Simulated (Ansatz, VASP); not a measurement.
# IrSe in VASP and in Ansatz

```
CELL_PARAMETERS angstrom
0.00000 2.59398 2.59398
2.59398 0.00000 2.59398
2.59398 2.59398 0.00000
ATOMIC_POSITIONS crystal
Ir 0.50000 0.50000 0.50000
Se 0.00000 0.00000 0.00000
```

Alike in both runs: task single point; functional r2SCAN; k mesh 12 × 12 × 12; occupations gaussian, width 0.05 eV; no spin polarisation.

```csv
,VASP,Ansatz
version,VASP 6.6.1,Ansatz 0.2.0
potentials or method,"VASP PAW PBE potentials, release 64 (Ir, Se), cutoff 520 eV","scalar-relativistic, plane waves, PAW"
valence electrons in the cell,15,33
```

Ansatz gave:

- gap on the k mesh at the Fermi level (eV): none
- pressure (GPa): -3.4

Q: Estimate VASP's values.

A: gap on the k mesh at the Fermi level (eV): none; pressure (GPa): -2.8.

VASP's potentials were made for PBE, not for r2SCAN. A gap of «none» marks a metal or a gap that the smearing closes. VASP's potentials hold 15 valence electrons a cell and Ansatz's 33, so a difference there can come from the potentials and not from the codes.

Neither program's run includes spin-orbit coupling.
